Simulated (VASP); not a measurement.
Input of a VASP 6.6.1 run:

The input INCAR:

```
SYSTEM = CdS
ALGO = Normal
EDIFF = 1E-6
ENCUT = 520
GGA = CA
ISIF = 2
ISMEAR = 0
LASPH = .True.
LCHARG = .False.
LREAL = .False.
LWAVE = .False.
NBANDS = 16
NELM = 80
PREC = Accurate
SIGMA = 0.1
```

Contents of KPOINTS:

```
k-points
0
Gamma
  6 6 6
  0 0 0
```

Contents of POSCAR:

```
CdS
1.0
    0.0000000000      2.7948352026      2.7948352026
    2.7948352026      0.0000000000      2.7948352026
    2.7948352026      2.7948352026      0.0000000000
Cd S
1 1
Direct
    0.0000000000      0.0000000000      0.0000000000
    0.2500000000      0.2500000000      0.2500000000
```

Potentials or basis: VASP PAW LDA potentials, release 64 (Cd, S).

Command:

```sh
$ cat potpaw_LDA.64/Cd/POTCAR potpaw_LDA.64/S/POTCAR > POTCAR
$ mpirun -np 1 vasp_std > vasp.out
```

Task: Estimate the pressure.

Result: 8.2 GPa.

Task: What does it give for the band gap on the k mesh?

Result: 1.16 eV, direct.
